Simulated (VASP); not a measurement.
Input of a VASP 6.6.1 run:

Contents of INCAR:

```
SYSTEM = BAs
PREC = Accurate ; ENCUT = 520
EDIFF = 1E-6 ; ISMEAR = -1
SIGMA = 0.05 ; LREAL = .FALSE.
LASPH = .TRUE. ; NELM = 60
ALGO = Normal ; ISIF = 2
LWAVE = .FALSE. ; LCHARG = .FALSE.
GGA = CA ; NBANDS = 11
```

File KPOINTS:

```
Automatic mesh
0
G
  10 10 10
  0 0 0
```

The input POSCAR:

```
BAs
1.0
    0.0000000000      2.3885000000      2.3885000000
    2.3885000000      0.0000000000      2.3885000000
    2.3885000000      2.3885000000      0.0000000000
As B
1 1
Direct
    0.7500000000      0.7500000000      0.7500000000
    0.0000000000      0.0000000000      0.0000000000
```

Potentials or basis: VASP PAW LDA potentials, release 64 (As, B).

Command:

```console
$ cat potpaw_LDA.64/As/POTCAR potpaw_LDA.64/B/POTCAR > POTCAR
$ mpirun -np 1 vasp_std > vasp.out
```

What does it give for the pressure?

-3.1 GPa.

Predict the band gap on the k mesh.

1.12 eV, indirect (least direct gap 3.25 eV).

A k mesh can miss the band edges. LDA gaps usually lie below the measured ones, often by a third to a half.
